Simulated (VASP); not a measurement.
# Pd (Fm-3m) in VASP: a series of runs, part 2 of 2

VASP 6.6.1. The steps go on from the part before.

**3. Single point, PBE**

This run uses another cell than the first one, of 15.06 Å³/atom, 1.021 times its volume.

INCAR reads:

```
SYSTEM = Pd
PREC = Accurate
ENCUT = 500
EDIFF = 1E-6
ISMEAR = -1
SIGMA = 0.15
LREAL = .False.
LASPH = .True.
NELM = 120
ALGO = Normal
ISIF = 2
LWAVE = .False.
LCHARG = .False.
GGA = PE
NBANDS = 11
GGA_COMPAT = .False.
```

KPOINTS reads:

```
regular mesh
0
Gamma
  9 9 9
  0 0 0
```

POSCAR reads:

```
Pd
1.0
    0.0000000000      1.9602502879      1.9602502879
    1.9602502879      0.0000000000      1.9602502879
    1.9602502879      1.9602502879      0.0000000000
Pd
1
Direct
    0.0000000000      0.0000000000      0.0000000000
```

Potentials or basis: VASP PAW PBE potentials, release 64 (Pd).

Started as:

```console
cat potpaw_PBE.64/Pd/POTCAR > POTCAR
mpirun -np 1 vasp_std > vasp.out
```

OUTCAR:

```text
SYSTEM = Pd
   PREC = Accurate
   ENCUT = 500
   EDIFF = 1E-6
   ISMEAR = -1
   LREAL = .False.
   LASPH = .True.
   NELM = 120
   ISIF = 2
   GGA = PE

 ion  position               nearest neighbor table
   1  0.000  0.000  0.000-

  LATTYP: Found a face centered cubic cell.
 ALAT       =     3.9205005758

  Lattice vectors:

 A1 = (   0.0000000000,   1.9602502879,   1.9602502879)
 A2 = (   1.9602502879,   0.0000000000,   1.9602502879)
 A3 = (   1.9602502879,   1.9602502879,   0.0000000000)

Analysis of symmetry for initial positions (statically):
=====================================================================
 Subroutine PRICEL returns:
 Original cell was already a primitive cell.

 Routine SETGRP: Setting up the symmetry group for a
 face centered cubic supercell.

 Subroutine GETGRP returns: Found 48 space group operations
 (whereof 48 operations were pure point group operations)
 out of a pool of 48 trial point group operations.

The static configuration has the point symmetry O_h .

Analysis of symmetry for dynamics (positions and initial velocities):
=====================================================================
 Subroutine PRICEL returns:
 Original cell was already a primitive cell.
[... 159 lines left out ...]
 fundamental gap:      0.0315473188
 Fermi energy:         9.4513117649

 k-point     1 :       0.0000    0.0000    0.0000
  band No.  band energies     occupation
      1       2.4532      2.00000
      2       6.6748      2.00000
      3       6.6748      2.00000
      4       6.6748      2.00000
      5       8.2256      1.99943
      6       8.2256      1.99943
      7      26.6141      0.00000
      8      31.2669      0.00000
      9      31.2669      0.00000
     10      31.2669      0.00000
     11      35.6779      0.00000
[... 309 lines left out ...]
 k-point    24 :       0.4444    0.4444    0.0000
  band No.  band energies     occupation
      1       4.2740      2.00000
      2       4.5407      2.00000
      3       9.3203      1.41102
      4       9.5580      0.65851
      5       9.5580      0.65851
      6      12.0857      0.00000
      7      20.8525      0.00000
      8      22.8224      0.00000
      9      22.8224      0.00000
     10      30.6330      0.00000
     11      30.6885      0.00000

 [... further k-points ...]
[... 5 lines left out ...]
  --------------------------------------------------------------------------------------
  -------------------------------------------------------------------------------------
  Total        0.3057655      0.3057655      0.3057655     -0.0000000      0.0000000     -0.0000000
  in kB       32.5187969     32.5187969     32.5187969     -0.0000000      0.0000000     -0.0000000
  external PRESSURE =      32.5187969 kB  Pullay stress =       0.0000000 kB

 VOLUME and BASIS-vectors are now :
 -----------------------------------------------------------------------------
  energy-cutoff  :      500.00
  volume of cell :       15.06
      direct lattice vectors                 reciprocal lattice vectors
     0.000000000  1.960250288  1.960250288    -0.255069469  0.255069469  0.255069469
     1.960250288  0.000000000  1.960250288     0.255069469 -0.255069469  0.255069469
     1.960250288  1.960250288  0.000000000     0.255069469  0.255069469 -0.255069469

 POSITION                                       TOTAL-FORCE (eV/Angst)
 -----------------------------------------------------------------------------------
      0.00000      0.00000      0.00000         0.000000      0.000000      0.000000
 -----------------------------------------------------------------------------------
    total drift:                               -0.000000     -0.000000     -0.000000

  FREE ENERGIE OF THE ION-ELECTRON SYSTEM (eV)
  ---------------------------------------------------
  free  energy   TOTEN  =        -5.2944010888 eV

  energy  without entropy=       -5.1684814238  energy(sigma->0) =       -5.23144126
```

stdout:

```text
POSCAR found type information on POSCAR Pd
 POSCAR found :  1 types and       1 ions
 scaLAPACK will be used
 LDA part: xc-table for (Slater+PW92), standard interpolation
 POSCAR, INCAR and KPOINTS ok, starting setup
 FFT: planning ... GRIDC
 FFT: planning ... GRID_SOFT
 FFT: planning ... GRID
 WAVECAR not read
 entering main loop
```

Wall time 12 s (1 thread of AMD EPYC 7R13, shared host); peak memory 0.09 GiB.

What came out:

```yaml
Free_energy: -5.2944 eV
Pressure: 3.3 GPa
Band_gap_on_the_k_mesh: zero (band 5 reaches 9.60 eV, above the bottom of band 6 at 8.17 eV)
```

Levels at points of the mesh, in eV from the Fermi level:
| k point | band 1 | band 2 | band 3 | band 4 | band 5 | band 6 | band 7 | band 8 | band 9 | band 10 |
| --- | --- | --- | --- | --- | --- | --- | --- | --- | --- | --- |
| (0.00, 0.00, 0.00) | -7.00 | -2.78 | -2.78 | -2.78 | -1.23 | -1.23 | 17.16 | 21.82 | 21.82 | 21.82 |

**4. Single point, PBE**

This run uses another cell than the first one, of 15.54 Å³/atom, 1.054 times its volume.

INCAR is that of step 3.

KPOINTS is that of step 3.

POSCAR reads:

```
Pd
1.0
    0.0000000000      1.9806421238      1.9806421238
    1.9806421238      0.0000000000      1.9806421238
    1.9806421238      1.9806421238      0.0000000000
Pd
1
Direct
    0.0000000000      0.0000000000      0.0000000000
```

Started as:

```console
cat potpaw_PBE.64/Pd/POTCAR > POTCAR
mpirun -np 1 vasp_std > vasp.out
```

It took 13 s on 1 thread of AMD EPYC 7R13, shared host; peak memory 0.09 GiB.

It converged, with:

```yaml
Free_energy: -5.2961 eV
Pressure: -2.0 GPa
Band_gap_on_the_k_mesh: zero (band 5 reaches 9.09 eV, above the bottom of band 6 at 7.73 eV)
```

Levels at points of the mesh, in eV from the Fermi level:
| k point | band 2 | band 3 | band 4 | band 5 | band 6 | band 7 | band 8 | band 9 |
| --- | --- | --- | --- | --- | --- | --- | --- | --- |
| (0.00, 0.00, 0.00) | -2.64 | -2.64 | -2.64 | -1.17 | -1.17 | 17.13 | 21.61 | 21.61 |

**5. Single point, PBE**

This run uses another cell than the first one, of 15.52 Å³/atom, 1.052 times its volume.

INCAR reads:

```
SYSTEM = Pd
  PREC = Accurate
  ENCUT = 500
  EDIFF = 1E-6
  ISMEAR = -1
  SIGMA = 0.15
  LREAL = .FALSE.
  LASPH = .TRUE.
  NELM = 120
  ALGO = Normal
  ISIF = 2
  LWAVE = .FALSE.
  LCHARG = .FALSE.
  GGA = PE
  NBANDS = 11
  GGA_COMPAT = .FALSE.
```

KPOINTS reads:

```
Automatic mesh
0
G
  9 9 9
  0 0 0
```

POSCAR reads:

```
Pd
1.0
    0.0000000000      1.9797983646      1.9797983646
    1.9797983646      0.0000000000      1.9797983646
    1.9797983646      1.9797983646      0.0000000000
Pd
1
Direct
    0.0000000000      0.0000000000      0.0000000000
```

Started as:

```console
cat potpaw_PBE.64/Pd/POTCAR > POTCAR
mpirun -np 1 vasp_std > vasp.out
```

Wall time 14 s (1 thread of AMD EPYC 7R13, shared host); peak memory 0.09 GiB.

It converged, with:

```
Free energy            : -5.2964 eV
Pressure               : -1.8 GPa
Band gap on the k mesh : zero (band 5 reaches 9.11 eV, above the bottom of band 6 at 7.74 eV)
```

Levels at points of the mesh, in eV from the Fermi level:
```csv
k point,band 2,band 3,band 4,band 5,band 6,band 7,band 8,band 9
"(0.00, 0.00, 0.00)",-2.65,-2.65,-2.65,-1.17,-1.17,17.14,21.62,21.62
```

**6. Overview**

```tsv
cell	gap on the mesh (eV)	pressure (GPa)
a = 2.753 Å, angles 60.0°, 1 atom	none	7.3
a = 2.772 Å, angles 60.0°, 1 atom	none	3.3
a = 2.801 Å, angles 60.0°, 1 atom	none	-2.0
a = 2.800 Å, angles 60.0°, 1 atom	none	-1.8
```

Alike in all rows: task single point; level PBE; potentials or basis VASP PAW PBE potentials, release 64 (Pd); no spin polarisation; k mesh 9 × 9 × 9; cutoff (eV) 500; smearing fermi-dirac 0.15 eV.

Absolute energies hang on the potentials; compare differences alone.
